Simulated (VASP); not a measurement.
A run of VASP 6.6.1 is set up as follows.

File INCAR:

```
PREC     = Accurate       # precision mode
ENCUT    = 600            # plane-wave cutoff, eV
EDIFF    = 1E-6           # SCF threshold, eV
ISMEAR   = 0              # smearing method
SIGMA    = 0.01           # smearing width, eV
LREAL    = False          # projectors in reciprocal space
LASPH    = True           # aspherical terms in the spheres
NELM     = 100            # most SCF steps
ALGO     = Normal         # electronic algorithm
ISIF     = 3              # what is computed and relaxed
LWAVE    = False          # write WAVECAR
LCHARG   = False          # write CHGCAR
GGA      = PE             # functional
IVDW     = 12             # dispersion correction
IBRION   = 2              # ionic algorithm
NSW      = 80             # ionic steps
EDIFFG   = -0.001         # ionic threshold
```

File KPOINTS:

```
Automatic mesh
0
Gamma
  12 12 3
```

The input POSCAR:

```
WS2
1.0
    3.1800000000      0.0000000000      0.0000000000
   -1.5900000000      2.7539607840      0.0000000000
    0.0000000000      0.0000000000     12.5000000000
W S
2 4
Direct
    0.3333333333      0.6666666667      0.2500000000
    0.6666666667      0.3333333333      0.7500000000
    0.3333333333      0.6666666667      0.6250000000
    0.6666666667      0.3333333333      0.1250000000
    0.3333333333      0.6666666667      0.8750000000
    0.6666666667      0.3333333333      0.3750000000
```

Potentials or basis: VASP PAW PBE potentials, release 64 (W_sv, S).

Run with:

```bash
$ cat potpaw_PBE.64/W_sv/POTCAR potpaw_PBE.64/S/POTCAR > POTCAR
$ mpirun -np 1 vasp_std > vasp.out
```

Problem. What does it give for the relaxed volume?

Solution. 17.43 Å³/atom.

Problem. What does it give for the relaxed cell?

Solution. a = 3.154 Å, b = 3.154 Å, c = 12.141 Å, α = 90.00°, β = 90.00°, γ = 120.00°.

Problem. What does it give for the space group after relaxing (to 0.1 Å)?

Solution. P6_3/mmc (No. 194).

Final structure:
```cif
data_structure
_symmetry_space_group_name_H-M 'P 1'
_symmetry_Int_Tables_number 1
_cell_length_a 3.1542
_cell_length_b 3.1542
_cell_length_c 12.1410
_cell_angle_alpha 90.000
_cell_angle_beta 90.000
_cell_angle_gamma 120.000
_cell_volume 104.60
loop_
_atom_site_label
_atom_site_type_symbol
_atom_site_fract_x
_atom_site_fract_y
_atom_site_fract_z
_atom_site_occupancy
W1 W 0.33333 0.66667 0.25000 1
W2 W 0.66667 0.33333 0.75000 1
S1 S 0.33333 0.66667 0.62030 1
S2 S 0.66667 0.33333 0.12030 1
S3 S 0.33333 0.66667 0.87970 1
S4 S 0.66667 0.33333 0.37970 1
```
